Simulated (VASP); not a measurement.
# ScAl3: relaxation of cell and atoms with revPBE

The system is ScAl3.

```
Sc Al
1.0
     4.08781    0.00000    0.00000
     0.00000    4.08781    0.00000
     0.00000    0.00000    4.08781
Sc Al
1 3
Cartesian
  0.0000 0.0000 0.0000
  2.0439 2.0439 0.0000
  0.0000 2.0439 2.0439
  2.0439 0.0000 2.0439
```

- Program: VASP 6.6.1
- Task: relaxation of cell and atoms
- Functional: revPBE
- Potentials or basis: VASP PAW PBE potentials, release 64 (Sc_sv, Al)
- Cutoff: 600 eV
- k mesh: 7 × 7 × 7
- Occupations: fermi-dirac, width 0.05 eV
- Spin: no spin polarisation
- Dipole correction: no
- Further INCAR settings: ALGO = Fast; EDIFF = 1e-06; IBRION = 2; EDIFFG = -0.01; NSW = 60; ISIF = 3

| Item | Value |
| --- | --- |
| Relaxed volume | 17.60 Å³/atom |
| Relaxed cell | a = 4.129 Å, b = 4.129 Å, c = 4.129 Å, α = 90.00°, β = 90.00°, γ = 90.00° |
| Space group after relaxing (to 0.1 Å) | Pm-3m (No. 221) |
| Energy gained by relaxing | 4.2 meV/atom |
| Ionic steps | 3 |
| Pressure after relaxing | -0.1 GPa |
| Band gap on the k mesh | zero (bands 10 and 11 overlap by 3.58 eV) |

Step by step:
```csv
step,energy change (eV),largest force (eV/Å),pressure (GPa),volume (Å³)
1,0.0000,0.0000,2.65,68.31
2,-0.0147,0.0000,-0.81,71.14
3,-0.0168,0.0000,-0.06,70.39
```

Final structure:
```
Sc Al
1.0
     4.12892    0.00000    0.00000
     0.00000    4.12892    0.00000
     0.00000    0.00000    4.12892
Sc Al
1 3
Direct
  0.00000 0.00000 0.00000
  0.50000 0.50000 0.00000
  0.00000 0.50000 0.50000
  0.50000 0.00000 0.50000
```

Levels at points of the mesh, in eV from the Fermi level:
```tsv
k point	band 6	band 7	band 8	band 9	band 10	band 11	band 12	band 13	band 14
(0.00, 0.00, 0.00)	-2.49	-2.49	-1.73	-1.73	-1.73	1.34	1.37	1.37	1.37
```

Run time: 110 s on 1 thread of Intel Xeon 8259CL (shared host), peak memory 0.23 GiB.

Caveat: the PAW data sets were made with another functional, which shifts forces and pressure a little.
